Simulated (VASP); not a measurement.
Be5Au, 6 atoms in the cell. It takes space group F-43m (No. 216, cubic). Conventional cell: a = 5.974 Å, b = 5.974 Å, c = 5.974 Å, α = 90.00°, β = 90.00°, γ = 90.00°. Within 2.8 Å of Be (site symmetry 3m) lie 9 Be at 2.11 to 2.48 Å and 3 Au at 2.48 Å. Within 3.3 Å of Be (site symmetry -43m) lie 12 Be at 2.48 Å and 4 Au at 2.59 Å. Within 3.3 Å of Au (site symmetry -43m) lie 16 Be at 2.48 to 2.59 Å. 

```yaml
Program: VASP 6.6.1
Task: single point
Functional: r2SCAN
Potentials_or_basis: VASP PAW PBE potentials, release 64 (Be, Au)
Cutoff: 520 eV
k_mesh: 10 × 10 × 10
Occupations: gaussian, width 0.1 eV
Spin: no spin polarisation
Dipole_correction: no
Further_INCAR_settings: ALGO = Normal; EDIFF = 1e-06; NBANDS = 20
```

Potentials or basis: VASP PAW PBE potentials, release 64 (Be, Au).

Launch:

```bash
$ cat potpaw_PBE.64/Be/POTCAR potpaw_PBE.64/Au/POTCAR > POTCAR
$ cp INCAR.step1 INCAR
$ mpirun -np 1 vasp_std > vasp.out
$ cp INCAR.step2 INCAR
$ mpirun -np 1 vasp_std > vasp.out
```

Hardware: 1 thread of Intel(R) Xeon(R) 6975P-C (Granite Rapids), with other jobs on the host.

Question: How long does it take, and how much memory?

Answer: Run time: 58 s on 1 thread of Intel(R) Xeon(R) 6975P-C (Granite Rapids), on a shared host, peak memory 0.21 GiB. Counts: k points 47.
